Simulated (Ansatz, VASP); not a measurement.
## Two plane-wave programs on RbBr

```
Rb Br
1.0
    -2.80166    2.80166    3.01627
     2.80166   -2.80166    3.01627
     2.80166    2.80166   -3.01627
Rb Br
1 1
Cartesian
  0.0000 0.0000 3.5399
  0.0000 0.0000 0.9156
```

Alike in both runs: task single point; functional PBE; k mesh 4 × 4 × 4; occupations gaussian, width 0.1 eV; no spin polarisation.

```csv
,VASP,Ansatz
version,VASP 6.6.1,Ansatz 0.2.0
potentials or method,"VASP PAW PBE potentials, release 64 (Rb_sv, Br), cutoff 500 eV","scalar-relativistic, plane waves, PAW"
valence electrons in the cell,16,16
```

|  | VASP | Ansatz | Ansatz less VASP |
| --- | --- | --- | --- |
| gap on the k mesh at the Fermi level (eV) | 3.41 | 3.41 | +0.007 |
| least direct gap on the mesh (eV) | 3.41 | 3.41 | +0.007 |
| pressure (GPa) | 4.4 | 4.4 | -0.07 |
| traceless stress, the component that is largest in VASP (GPa) | 11.15 | 11.00 | -0.153 |
| rms of the force components (eV/Å) | 1.891 | 1.865 | -0.0263 |

Atom by atom the forces differ by 0.026 eV/Å (rms over components).
